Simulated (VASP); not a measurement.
Runs of VASP 6.6.1 on Al. The structure is that of space group P6_3/mmc (No. 194), or close to it. The cells are those of the table. This isn't the form of Al at room conditions, which is fcc.

```csv
cell,gap on the mesh (eV),pressure (GPa)
"a = 2.815, b = 2.815, c = 10.573 Å, angles 90.0, 90.0, 120.0°, 4 atoms",none,-6.9
"a = 2.832, b = 2.832, c = 10.306 Å, angles 90.0, 90.0, 120.0°, 4 atoms",none,-6.9
"a = 2.849, b = 2.849, c = 10.573 Å, angles 90.0, 90.0, 120.0°, 4 atoms",none,(a)
"a = 2.882, b = 2.882, c = 10.306 Å, angles 90.0, 90.0, 120.0°, 4 atoms",none,-8.8
"a = 2.798, b = 2.798, c = 10.573 Å, angles 90.0, 90.0, 120.0°, 4 atoms",none,-6.2
"a = 2.832, b = 2.832, c = 10.573 Å, angles 90.0, 90.0, 120.0°, 4 atoms",none,-7.6
"a = 2.865, b = 2.865, c = 10.306 Å, angles 90.0, 90.0, 120.0°, 4 atoms",none,-8.2
"a = 2.849, b = 2.849, c = 10.306 Å, angles 90.0, 90.0, 120.0°, 4 atoms",none,-7.6
```

Alike in all rows: task single point; level PBE+D3(BJ); potentials or basis VASP PAW PBE potentials, release 64 (Al); no spin polarisation; k mesh 18 × 18 × 4; cutoff (eV) 500; smearing gaussian 0.15 eV.

Q: Fill in the values left out.

A: (a) -8.3.

Caveats: the cell stands under tension.

A gap of «none» marks levels without a gap at the run's occupations.
